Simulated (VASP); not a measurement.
A run of VASP 6.6.1:

Contents of INCAR:

```
SYSTEM = SiO
  PREC = Accurate
  ENCUT = 520
  EDIFF = 1E-7
  ISMEAR = -1
  SIGMA = 0.05
  LREAL = .FALSE.
  LASPH = .TRUE.
  NELM = 60
  ALGO = Normal
  ISIF = 2
  LWAVE = .FALSE.
  LCHARG = .TRUE.
  GGA = PS
  IVDW = 12
  LELF = .TRUE.
  LVHAR = .TRUE.
  NBANDS = 12
```

The input KPOINTS:

```
Automatic mesh
0
G
  9 9 9
  0 0 0
```

POSCAR

```
SiO
1.0
    2.7558903959      0.0000000000      0.0000000000
    0.0000000000      2.7558903959      0.0000000000
    0.0000000000      0.0000000000      2.7558903959
Si O
1 1
Direct
    0.0000000000      0.0000000000      0.0000000000
    0.5000000000      0.5000000000      0.5000000000
```

Potentials or basis: VASP PAW PBE potentials, release 64 (Si, O).

The run is started by

```sh
$ cat potpaw_PBE.64/Si/POTCAR potpaw_PBE.64/O/POTCAR > POTCAR
$ mpirun -np 1 vasp_std > vasp.out
```

Hardware: 1 thread of AMD EPYC 7R13, with other jobs on the host.

Q: Estimate the wall time of this run.

A: Wall time 11 s on 1 thread of AMD EPYC 7R13, with other jobs on the host, peak memory 0.1 GiB. Counts: scf iterations 14, k points 35.
